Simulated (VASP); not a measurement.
# ZrB2 (P6/mmm) in VASP: further runs, part 3 of 3

VASP 6.6.1.

### 5 Single point, PBE (volume scaled by 1.06)

Contents of INCAR:

```
ALGO = Normal
EDIFF = 1E-6
ENCUT = 520
GGA = PE
ISIF = 2
ISMEAR = -1
LASPH = T
LCHARG = T
LELF = T
LREAL = F
LVHAR = T
LWAVE = F
NBANDS = 16
NELM = 80
PREC = Accurate
SIGMA = 0.05
```

Contents of KPOINTS:

```
k-points
0
Gamma
  12 12 9
```

Contents of POSCAR:

```
ZrB2
1.0
    3.2270744050      0.0000000000      0.0000000000
   -1.6135372026      2.7947284147      0.0000000000
    0.0000000000      0.0000000000      3.5890371349
Zr B
1 2
Direct
    0.0000000000      0.0000000000      0.0000000000
    0.3333333333      0.6666666667      0.5000000000
    0.6666666667      0.3333333333      0.5000000000
```

Potentials or basis: VASP PAW PBE potentials, release 64 (Zr_sv, B).

Command:

```console
$ cat potpaw_PBE.64/Zr_sv/POTCAR potpaw_PBE.64/B/POTCAR > POTCAR
$ mpirun -np 1 vasp_std > vasp.out
```

OUTCAR:

```text
EDIFF = 1E-6
   ENCUT = 520
   GGA = PE
   ISIF = 2
   ISMEAR = -1
   LASPH = T
   LREAL = F
   NELM = 80
   PREC = Accurate

 ion  position               nearest neighbor table
   1  0.000  0.000  0.000-   2 2.59   3 2.59   2 2.59   3 2.59   3 2.59   3 2.59   2 2.59   2 2.59
                             3 2.59   3 2.59   2 2.59   2 2.59
   2  0.333  0.667  0.500-   3 1.86   3 1.86   3 1.86   1 2.59   1 2.59   1 2.59   1 2.59   1 2.59
                             1 2.59
   3  0.667  0.333  0.500-   2 1.86   2 1.86   2 1.86   1 2.59   1 2.59   1 2.59   1 2.59   1 2.59
                             1 2.59

  LATTYP: Found a hexagonal cell.
 ALAT       =     3.2270744050
 C/A-ratio  =     1.1121643583

  Lattice vectors:

 A1 = (   3.2270744050,   0.0000000000,   0.0000000000)
 A2 = (  -1.6135372026,   2.7947284147,   0.0000000000)
 A3 = (   0.0000000000,   0.0000000000,   3.5890371349)

Analysis of symmetry for initial positions (statically):
=====================================================================
 Subroutine PRICEL returns:
 Original cell was already a primitive cell.

 Routine SETGRP: Setting up the symmetry group for a
 hexagonal supercell.

 Subroutine GETGRP returns: Found 24 space group operations
 (whereof 24 operations were pure point group operations)
 out of a pool of 24 trial point group operations.

The static configuration has the point symmetry D_6h.

Analysis of symmetry for dynamics (positions and initial velocities):
=====================================================================
 Subroutine PRICEL returns:
 Original cell was already a primitive cell.

 Routine SETGRP: Setting up the symmetry group for a
 hexagonal supercell.

 Subroutine GETGRP returns: Found 24 space group operations
 (whereof 24 operations were pure point group operations)
 out of a pool of 24 trial point group operations.

The dynamic configuration has the point symmetry D_6h.

 Subroutine INISYM returns: Found 24 space group operations
 (whereof 24 operations are pure point group operations),
 and found     1 'primitive' translations

----------------------------------------------------------------------------------------

                                     Primitive cell

  volume of cell :      32.3688

  direct lattice vectors                    reciprocal lattice vectors
     3.227074405  0.000000000  0.000000000     0.309878198  0.178908261  0.000000000
    -1.613537203  2.794728415  0.000000000     0.000000000  0.357816522  0.000000000
     0.000000000  0.000000000  3.589037135     0.000000000  0.000000000  0.278626262

  length of vectors
     3.227074405  3.227074405  3.589037135     0.357816522  0.357816522  0.278626262

  position of ions in fractional coordinates (direct lattice)
     0.000000000  0.000000000  0.000000000
     0.333333333  0.666666667  0.500000000
     0.666666667  0.333333333  0.500000000

  ion indices of the primitive-cell ions
   primitive index   ion index
                 1           1
                 2           2
                 3           3

----------------------------------------------------------------------------------------

 KPOINTS: k-points

Automatic generation of k-mesh.
 Grid dimensions read from file:
 generate k-points for:   12   12    9

 Generating k-lattice:

  Cartesian coordinates                     Fractional coordinates (reciprocal lattice)
     0.025823183  0.014909022  0.000000000     0.083333333  0.000000000  0.000000000
     0.000000000  0.029818043  0.000000000     0.000000000  0.083333333  0.000000000
     0.000000000  0.000000000  0.030958474     0.000000000  0.000000000  0.111111111

  Length of vectors
     0.029818043  0.029818043  0.030958474

  Shift w.r.t. Gamma in fractional coordinates (k-lattice)
     0.000000000  0.000000000  0.000000000

 Subroutine IBZKPT returns following result:
 ===========================================

 Found     95 irreducible k-points:

 Following reciprocal coordinates:
            Coordinates               Weight
  0.000000  0.000000  0.000000      1.000000
  0.083333  0.000000  0.000000      6.000000
  0.166667 -0.000000  0.000000      6.000000
  0.250000  0.000000  0.000000      6.000000
  0.333333  0.000000  0.000000      6.000000
  0.416667 -0.000000  0.000000      6.000000
[... 16 lines left out ...]
  0.250000  0.000000  0.111111     12.000000
  0.333333  0.000000  0.111111     12.000000
 [... further k-points ...]
   k-points           NKPTS =     95   k-points in BZ     NKDIM =     95   number of bands    NBANDS=     16
   number of dos      NEDOS =    301   number of ions     NIONS =      3
   total plane-waves  NPLWV =  16128
   dimension x,y,z NGX =    24 NGY =   24 NGZ =   28
   dimension x,y,z NGXF=    48 NGYF=   48 NGZF=   56
   ions per type =               1   2
   NGX,Y,Z   is equivalent  to a cutoff of  12.36, 12.36, 12.97 a.u.
   NGXF,Y,Z  is equivalent  to a cutoff of  24.73, 24.73, 25.94 a.u.
 SYSTEM =  unknown system
   PREC   = accura    normal or accurate (medium, high low for compatibility)
   ISTART =      0    job   : 0-new  1-cont  2-samecut
   ICHARG =      2    charge: 1-file 2-atom 10-const
   ISPIN  =      1    spin polarized calculation?
   LNONCOLLINEAR =      F non collinear calculations
   LSORBIT =      F    spin-orbit coupling
   LASPH  =      T    aspherical Exc in radial PAW
   ENCUT  =  520.0 eV  38.22 Ry    6.18 a.u.   6.00  6.00  6.67*2*pi/ulx,y,z
   NELM   =     80;   NELMIN=  2; NELMDL= -5     # of ELM steps
   EDIFF  = 0.1E-05   stopping-criterion for ELM
   LREAL  =      F    real-space projection
   EDIFFG = 0.1E-04   stopping-criterion for IOM
   NSW    =      0    number of steps for IOM
   IBRION =     -1    ionic relax: 0-MD 1-quasi-New 2-CG
   NFREE  =      0    steps in history (QN), initial steepest desc. (CG)
   ISIF   =      2    stress and relaxation
   ISYM   =      2    0-nonsym 1-usesym 2-fastsym
   POTIM  = 0.5000    time-step for ionic-motion
   TEBEG  =    0.0;   TEEND  =   0.0 temperature during run
   PSTRESS=    0.0 pullay stress
   NELECT =      18.0000    total number of electrons
   NUPDOWN=      -1.0000    fix difference up-down
   EMIN   =  10.00;   EMAX   =-10.00  energy-range for DOS
   EFERMI =   0.00;   METHOD = LEGACY
   ISMEAR =    -1;   SIGMA  =   0.05  broadening in eV -4-tet -1-fermi 0-gaus
   EFERMI_NEDOS =   21; number of points for ismear=-14 and -15
   IALGO  =     38    algorithm
   IMIX   =      4    mixing-type and parameters
     AMIX     =   0.40;   BMIX     =  1.00
     AMIX_MAG =   1.60;   BMIX_MAG =  1.00
  volume/ion in A,a.u.               =      10.79        72.81
  Fermi-wavevector in a.u.,A,eV,Ry     =   1.346243  2.544031 24.658797  1.812370
  Thomas-Fermi vector in A             =   2.474091
   LORBIT       =      0    0 simple, 1 ext, 2 COOP (PROOUT), +10 PAW based schemes
   GGA     = PE    functional components
   LHFCALC =     F    Hartree Fock is set to
   AEXX    =    0.0000 exact exchange contribution
   IVDW    =     0    specifies the selected vdW correction
   LEPSILON=     F    determine dielectric tensor
   LRPA    =     F    only Hartree local field effects (RPA)
 non-spin polarized calculation
  energy-cutoff  :      520.00
  volume of cell :       32.37
 maximum number of plane-waves:       892
   NGX = 13   NGY = 13   NGZ = 13

 number of electron      18.0000000 magnetization

 Free energy of the ion-electron system (eV)
  ---------------------------------------------------
  ext. energy  EPLUGINS =         0.00000000
  ---------------------------------------------------
  free energy    TOTEN  =       -24.93155143 eV

  energy without entropy =      -24.92945950  energy(sigma->0) =      -24.93050546

 E-fermi :  10.0451     XC(G=0): -12.2041

 val. band max:        9.9001432858   @ k =   0.0833   0.0833   0.3333
 cond. band min:      10.0473748141   @ k =   0.1667   0.1667   0.1111
 fundamental gap:      0.1472315283
 Fermi energy:        10.0451047647

 k-point     1 :       0.0000    0.0000    0.0000
  band No.  band energies     occupation
      1     -38.8366      2.00000
      2     -16.9917      2.00000
      3     -16.5138      2.00000
      4     -16.5138      2.00000
      5      -2.5159      2.00000
      6       7.4220      2.00000
[... 8 lines left out ...]
     15      14.8972      0.00000
     16      14.8972      0.00000
[... 419 lines left out ...]
 k-point    24 :       0.3333    0.0000    0.1111
  band No.  band energies     occupation
      1     -38.7658      2.00000
      2     -17.1045      2.00000
      3     -16.9164      2.00000
      4     -16.6453      2.00000
      5      -0.5388      2.00000
      6       3.6223      2.00000
[... 8 lines left out ...]
     15      17.1665      0.00000
     16      19.9113      0.00000

 [... further k-points ...]
[... 5 lines left out ...]
  --------------------------------------------------------------------------------------
  -------------------------------------------------------------------------------------
  Total       -2.2816197     -2.2816197     -1.7568992      0.0000000     -0.0000000     -0.0000000
  in kB     -112.9346721   -112.9346721    -86.9622715      0.0000000     -0.0000000     -0.0000000
  external PRESSURE =    -104.2772052 kB  Pullay stress =       0.0000000 kB

 VOLUME and BASIS-vectors are now :
 -----------------------------------------------------------------------------
  energy-cutoff  :      520.00
  volume of cell :       32.37
      direct lattice vectors                 reciprocal lattice vectors
     3.227074405  0.000000000  0.000000000     0.309878198  0.178908261  0.000000000
    -1.613537203  2.794728415  0.000000000     0.000000000  0.357816522  0.000000000
     0.000000000  0.000000000  3.589037135     0.000000000  0.000000000  0.278626262

 POSITION                                       TOTAL-FORCE (eV/Angst)
 -----------------------------------------------------------------------------------
      0.00000      0.00000      0.00000        -0.000000      0.000000     -0.000000
     -0.00000      1.86315      1.79452         0.000000      0.000000     -0.000000
      1.61354      0.93158      1.79452        -0.000000     -0.000000      0.000000
 -----------------------------------------------------------------------------------
    total drift:                               -0.000000      0.000000      0.000000

  FREE ENERGIE OF THE ION-ELECTRON SYSTEM (eV)
  ---------------------------------------------------
  free  energy   TOTEN  =       -24.9315514327 eV

  energy  without entropy=      -24.9294594958  energy(sigma->0) =      -24.93050546
```

stdout:

```text
POSCAR found type information on POSCAR ZrB
 POSCAR found :  2 types and       3 ions
 scaLAPACK will be used
 LDA part: xc-table for (Slater+PW92), standard interpolation
 POSCAR, INCAR and KPOINTS ok, starting setup
 FFT: planning ... GRIDC
 FFT: planning ... GRID_SOFT
 FFT: planning ... GRID
 WAVECAR not read
 entering main loop
```

It took 17 s on 1 thread of Intel Xeon 6975P-C (Granite Rapids), shared host; peak memory 0.17 GiB.

What came out:

```
Free energy            : -24.9316 eV
Pressure               : -10.4 GPa
Band gap on the k mesh : zero (band 9 reaches 10.67 eV, above the bottom of band 10 at 9.46 eV)
```

Stress tensor (GPa, compression positive):
```
-11.29   0.00   0.00
  0.00 -11.29   0.00
  0.00   0.00  -8.70
```

### 6 Summary

| cell | gap on the mesh (eV) | pressure (GPa) |
| --- | --- | --- |
| a = 3.154, b = 3.154, c = 3.508 Å, angles 90.0, 90.0, 120.0°, 3 atoms | none | 5.1 |
| a = 3.186, b = 3.186, c = 3.543 Å, angles 90.0, 90.0, 120.0°, 3 atoms | none | -2.2 |
| a = 3.228, b = 3.228, c = 3.520 Å, angles 90.0, 90.0, 120.0°, 3 atoms | none | -6.8 |
| a = 3.227, b = 3.227, c = 3.589 Å, angles 90.0, 90.0, 120.0°, 3 atoms | none | -10.4 |

Alike in all rows: task single point; level PBE; potentials or basis VASP PAW PBE potentials, release 64 (Zr_sv, B); no spin polarisation; k mesh 12 × 12 × 9; cutoff (eV) 520; smearing fermi-dirac 0.05 eV.

Absolute energies hang on the potentials; compare differences alone.
